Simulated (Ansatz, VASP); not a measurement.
## One calculation of Be24NO, two programs

```xyz
26
Lattice="4.5254 0.0000 0.0000 0.0000 7.1336 0.0000 0.0000 0.0000 22.3686" Properties=species:S:1:pos:R:3 pbc="T T T"
Be    0.0000    2.6751    4.0000
Be    0.0000    6.2419    4.0000
Be    2.2627    2.6751    4.0000
Be    2.2627    6.2419    4.0000
Be    1.1314    0.8917    4.6532
Be    1.1314    4.4585    4.6532
Be    3.3941    0.8917    4.6532
Be    3.3941    4.4585    4.6532
Be    1.1314    2.6751    5.9596
Be    1.1314    6.2419    5.9596
Be    3.3941    2.6751    5.9596
Be    3.3941    6.2419    5.9596
Be    0.0000    0.8917    6.4937
Be    0.0000    4.4585    6.4937
Be    2.2627    0.8917    6.4937
Be    2.2627    4.4585    6.4937
Be    0.0000    2.6751    7.9337
Be    0.0000    6.2419    7.9337
Be    2.2627    2.6751    7.9337
Be    2.2627    6.2419    7.9337
Be    1.1314    0.8917    8.3686
Be    1.1314    4.4585    8.3686
Be    3.3941    0.8917    8.3686
Be    3.3941    4.4585    8.3686
N     3.3941    3.2696    9.4686
O     3.8410    3.9741   10.3029
```

Alike in both runs: task single point; functional PBE; k mesh 6 × 4 × 1; occupations gaussian, width 0.1 eV; collinear spin.

|  | VASP | Ansatz |
| --- | --- | --- |
| version | VASP 6.6.1 | Ansatz 0.2.0 |
| potentials or method | VASP PAW PBE potentials, release 64 (Be, N, O), cutoff 520 eV | scalar-relativistic, plane waves, PAW |
| valence electrons in the cell | 59 | 59 |

VASP gave:

* gap on the k mesh at the Fermi level (eV): none
* rms of the force components (eV/Å): 1.209
* net moment per atom (μB): 0.00

Question: Estimate Ansatz's values.

Answer: gap on the k mesh at the Fermi level (eV): none; rms of the force components (eV/Å): 1.038; net moment per atom (μB): 0.00.

Atom by atom the forces differ by 0.179 eV/Å (rms over components). A gap of «none» marks a metal or a gap that the smearing closes. The functional is the same, so the differences come from potentials, cutoffs and numerics. Ansatz's warnings: seeded moment not kept.

Noted on VASP's run: the standard files for N, O and F lose accuracy on very short bonds.
